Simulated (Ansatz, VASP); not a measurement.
## WSe2 in VASP and in Ansatz

Contents of INCAR:

```
SYSTEM = WSe2
ALGO     = Normal         ! electronic algorithm
EDIFF    = 1E-7           ! SCF threshold, eV
ENCUT    = 520            ! plane-wave cutoff, eV
GGA      = PS             ! functional
ISIF     = 2              ! what is computed and relaxed
ISMEAR   = 0              ! smearing method
LASPH    = .TRUE.         ! aspherical terms in the spheres
LCHARG   = .FALSE.        ! write CHGCAR
LREAL    = .FALSE.        ! projectors in reciprocal space
LWAVE    = .FALSE.        ! write WAVECAR
NBANDS   = 20             ! bands
NELM     = 80             ! most SCF steps
PREC     = Accurate       ! precision mode
SIGMA    = 0.05           ! smearing width, eV
```

KPOINTS

```
k-points
0
G
  12 12 2
  0 0 0
```

POSCAR

```
WSe2
1.0
    3.3179375931      0.0000000000      0.0000000000
   -1.6589687966      2.8734182438      0.0000000000
    0.0000000000      0.0000000000     16.6581424200
W Se
1 2
Direct
    0.0000000000      0.0000000000      0.0000000000
    0.3234763434      0.6469526869      0.0968357358
    0.3333333333      0.6666666667      0.9002134800
```

Input for Ansatz:

```yaml
crystal:
  lattice:
    - [3.3179375931, 0.0, 0.0]
    - [-1.6589687966, 2.8734182438, 0.0]
    - [0.0, 0.0, 16.65814242]
  atoms:
    - { symbol: W, position: [0.0, 0.0, 0.0] }
    - { symbol: Se, position: [0.3234763434, 0.6469526869, 0.0968357358] }
    - { symbol: Se, position: [0.3333333333, 0.6666666667, 0.90021348] }
basis:
  ecutwfc: 420
kpoints:
  mp_grid: { grid: [12, 12, 2] }
hamiltonian:
  xc: pbesol
scf:
  occupations: { method: gaussian, width: 0.05 }
output:
  forces: true
  stress: true
  eigenvalues: true
```

Alike in both runs: task single point; functional PBEsol; k mesh 12 × 12 × 2; occupations gaussian, width 0.05 eV; no spin polarisation.

|  | VASP | Ansatz |
| --- | --- | --- |
| version | VASP 6.6.1 | Ansatz 0.2.0 |
| potentials or method | VASP PAW PBE potentials, release 64 (W_sv, Se), cutoff 520 eV | scalar-relativistic, plane waves, PAW |
| valence electrons in the cell | 26 | 46 |

Ansatz gave:

```
gap on the k mesh at the Fermi level (eV) : 1.47
least direct gap on the mesh (eV)         : 1.47
rms of the force components (eV/Å)        : 0.450
```

Question: What did VASP give for the same quantities?

Answer: gap on the k mesh at the Fermi level (eV): 1.46; least direct gap on the mesh (eV): 1.46; rms of the force components (eV/Å): 0.464.

VASP's potentials were made for PBE, not for PBEsol. Atom by atom the forces differ by 0.029 eV/Å (rms over components). VASP's potentials hold 26 valence electrons a cell and Ansatz's 46, so a difference there can come from the potentials and not from the codes.

Neither program's run includes spin-orbit coupling.
